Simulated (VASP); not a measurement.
Write the native input for VASP 6.6.1 that does the following.

| Item | Value |
| --- | --- |
| Task | single point |
| Functional | r2SCAN |
| Potentials or basis | VASP PAW PBE potentials, release 64 (Ga_d, As) |
| Cutoff | 520 eV |
| k mesh | 10 × 10 × 10 |
| Occupations | gaussian, width 0.05 eV |
| Spin | no spin polarisation |
| Dipole correction | no |
| Further INCAR settings | ALGO = Normal; EDIFF = 1e-06; NBANDS = 16 |

The system is GaAs.

```
CELL_PARAMETERS angstrom
0.00000 2.66017 3.19220
2.66017 0.00000 3.19220
2.66017 2.66017 0.00000
ATOMIC_POSITIONS crystal
Ga 0.00000 0.00000 0.00000
As 0.75000 0.75000 0.75000
```

This cell differs from its parent crystal: ratio of the length along z to the lengths across it x 1.2, volume and fractional coordinates fixed.

One way to write it, as run:

POSCAR

```
GaAs
1.0
    0.0000000000      2.6601676982      3.1922012379
    2.6601676982      0.0000000000      3.1922012379
    2.6601676982      2.6601676982      0.0000000000
Ga As
1 1
Direct
    0.0000000000      0.0000000000      0.0000000000
    0.7500000000      0.7500000000      0.7500000000
```

INCAR.step1

```
PREC     = Accurate       # precision mode
ENCUT    = 520            # plane-wave cutoff, eV
ISMEAR   = 0              # smearing method
SIGMA    = 0.05           # smearing width, eV
LREAL    = F              # projectors in reciprocal space
LASPH    = T              # aspherical terms in the spheres
NELM     = 100            # most SCF steps
NBANDS   = 16             # bands
GGA      = PE             # functional
ALGO     = Normal         # electronic algorithm
EDIFF    = 1E-4           # SCF threshold, eV
LWAVE    = T              # write WAVECAR
LCHARG   = F              # write CHGCAR
```

INCAR.step2

```
PREC     = Accurate       # precision mode
ENCUT    = 520            # plane-wave cutoff, eV
EDIFF    = 1E-6           # SCF threshold, eV
ISMEAR   = 0              # smearing method
SIGMA    = 0.05           # smearing width, eV
LREAL    = F              # projectors in reciprocal space
LASPH    = T              # aspherical terms in the spheres
NELM     = 100            # most SCF steps
ALGO     = Normal         # electronic algorithm
ISIF     = 2              # what is computed and relaxed
LWAVE    = F              # write WAVECAR
LCHARG   = T              # write CHGCAR
METAGGA  = R2SCAN         # meta-GGA
LMIXTAU  = T            
LELF     = T              # ELF
LVHAR    = T            
NBANDS   = 16             # bands
ISTART   = 1
```

KPOINTS

```
Automatic mesh
0
Gamma
  10 10 10
```

Potentials or basis: VASP PAW PBE potentials, release 64 (Ga_d, As).

Launch:

```console
$ cat potpaw_PBE.64/Ga_d/POTCAR potpaw_PBE.64/As/POTCAR > POTCAR
$ cp INCAR.step1 INCAR
$ mpirun -np 1 vasp_std > vasp.out
$ cp INCAR.step2 INCAR
$ mpirun -np 1 vasp_std > vasp.out
```

Results of the run:

```yaml
Pressure: 0.4 GPa
Band_gap_on_the_k_mesh: 0.16 eV
```

Caveat: the stress differs along the axes, from -10 to 6 GPa; semilocal functionals underestimate gaps, and a narrow one can read as zero; the PAW data sets were made with another functional, which shifts forces and pressure a little.

Wall time 3 min on 1 thread of AMD EPYC 7R13 (shared host), peak memory 0.23 GiB.
